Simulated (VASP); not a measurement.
Input of a VASP 6.6.1 run:

INCAR

```
  PREC = Accurate
  ENCUT = 520
  EDIFF = 1E-6
  ISMEAR = -1
  SIGMA = 0.1362
  LREAL = Auto
  LASPH = True
  NELM = 100
  ALGO = Normal
  ISIF = 2
  LWAVE = False
  LCHARG = False
  GGA = PE
  ISYM = 0
  NBANDS = 73
```

File KPOINTS:

```
Automatic mesh
0
Gamma
  1 1 1
  0.25 0.25 0.25
```

File POSCAR:

```
GeSb4Te4
1.0
    8.0204470000      0.0365690000     -0.2582360000
    0.0365690000      8.8728170000     -0.1270320000
   -0.2582360000     -0.1270320000      8.3859190000
Ge Sb Te
2 8 8
Direct
    0.6969955485      0.5493878484      0.7173725598
    0.6903435221      0.0342679389      0.2785544047
    0.1288750936      0.4160687564      0.6317208925
    0.7627766298      0.6844283557      0.1786520581
    0.2413728813      0.9680794264      0.8172063471
    0.6641174815      0.0396732922      0.8868472042
    0.1292958462      0.6918128888      0.4217707346
    0.3499569410      0.1989160914      0.3830188665
    0.4662639524      0.7294080370      0.9502317277
    0.1189075597     -0.0044475780      0.4672978868
    0.3955577039      0.4543896917      0.1427886759
    0.9918202521      0.1004117222      0.1750481010
    0.7278429317      0.4427457350      0.3899046871
    0.1398414439      0.7436499336      0.0844089280
    0.9690094247      0.4013700881      0.8898234007
    0.7753911928      0.9177314582      0.5976412582
    0.4056548915      0.7384524200      0.6018371730
    0.3955631095      0.2397929065      0.7564938330
```

Potentials or basis: VASP PAW PBE potentials, release 64 (Ge_d, Sb, Te).

Launch:

```console
$ cat potpaw_PBE.64/Ge_d/POTCAR potpaw_PBE.64/Sb/POTCAR potpaw_PBE.64/Te/POTCAR > POTCAR
$ mpirun -np 1 vasp_std > vasp.out
```

(1) Predict the largest force.

(2) Estimate the pressure.

(3) Estimate the band gap on the k mesh.

## Answers

(1) 2.905 eV/Å.

(2) 3.8 GPa.

(3) 0.09 eV.

Caveat: the k points lie up to 0.78 Å⁻¹ apart; spin-orbit coupling is left out, which moves the levels of the heavy elements.
